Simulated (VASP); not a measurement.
Wanted: the native input for a VASP 6.6.1 run.

| Property | Result |
| --- | --- |
| Task | single point |
| Functional | PBEsol |
| Potentials or basis | VASP PAW PBE potentials, release 64 (B) |
| Cutoff | 520 eV |
| k mesh | 33 × 33 × 14 |
| Occupations | gaussian, width 0.15 eV |
| Spin | no spin polarisation |
| Dipole correction | no |
| Further INCAR settings | ALGO = Normal; EDIFF = 1e-06; NBANDS = 8 |

The structure of B lies in POSCAR:

```
B
1.0
    1.7024335758      0.0000000000      0.0000000000
   -0.8512167879      1.4743507249      0.0000000000
    0.0000000000      0.0000000000      3.6535999642
B
1
Direct
    0.0000000000      0.0000000000      0.0000000000
```

This cell differs from its parent crystal: strain +0.0050 x Voigt [0, 0, 1, 0, 0, 0].

These files were run (other wordings do the same):

INCAR

```
PREC = Accurate ; ENCUT = 520
EDIFF = 1E-6 ; ISMEAR = 0
SIGMA = 0.15 ; LREAL = F
LASPH = T ; NELM = 60
ALGO = Normal ; ISIF = 2
LWAVE = F ; LCHARG = F
GGA = PS ; NBANDS = 8
```

KPOINTS

```
Automatic mesh
0
Gamma
  33 33 14
```

Potentials or basis: VASP PAW PBE potentials, release 64 (B).

Run with:

```bash
$ cat potpaw_PBE.64/B/POTCAR > POTCAR
$ mpirun -np 1 vasp_std > vasp.out
```

It gave:

The pressure is 1.7 GPa.

Caveat: the cell differs from its parent crystal (strain +0.0050 x Voigt [0, 0, 1, 0, 0, 0]); the PAW data sets were made with another functional, which shifts forces and pressure a little.

It took 72 s on 1 thread of Intel Xeon 8259CL, with other jobs on the host, peak memory 0.16 GiB.
